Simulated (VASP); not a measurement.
# SBa: single point with AM05

SBa, in a box:

```
CELL_PARAMETERS angstrom
9.00000 0.00000 0.00000
0.00000 9.00000 0.00000
0.00000 0.00000 12.00000
ATOMIC_POSITIONS crystal
S 0.50144 0.50233 0.39836
Ba 0.50144 0.50233 0.60731
```

* Program: VASP 6.6.1
* Task: single point
* Functional: AM05
* Potentials or basis: VASP PAW PBE potentials, release 64 (S, Ba_sv)
* Cutoff: 400 eV
* k mesh: 1 × 1 × 1
* Occupations: gaussian, width 0.03 eV
* Spin: no spin polarisation

* Largest force: 0.330 eV/Å
* Gap between the frontier levels: 1.65 eV

Forces on the atoms (eV/Å):
```
S    0.000  0.000 -0.330
Ba   0.000  0.000  0.330
```

Levels at points of the mesh, in eV from the valence-band top:
```tsv
k point	band 5	band 6	band 7	band 8	band 9	band 10	band 11	band 12
(0.00, 0.00, 0.00)	-8.84	-0.07	-0.07	0.00	1.65	2.79	2.92	3.50
```

Wall time 2.3 min on 1 thread of Intel(R) Xeon(R) Platinum 8259CL CPU @ 2.50GHz (Skylake/Cascade Lake), on a shared host, peak memory 0.57 GiB.

Caveat: the PAW data sets were made with another functional, which shifts forces and pressure a little; spin-orbit coupling is left out, which moves the levels of the heavy elements.
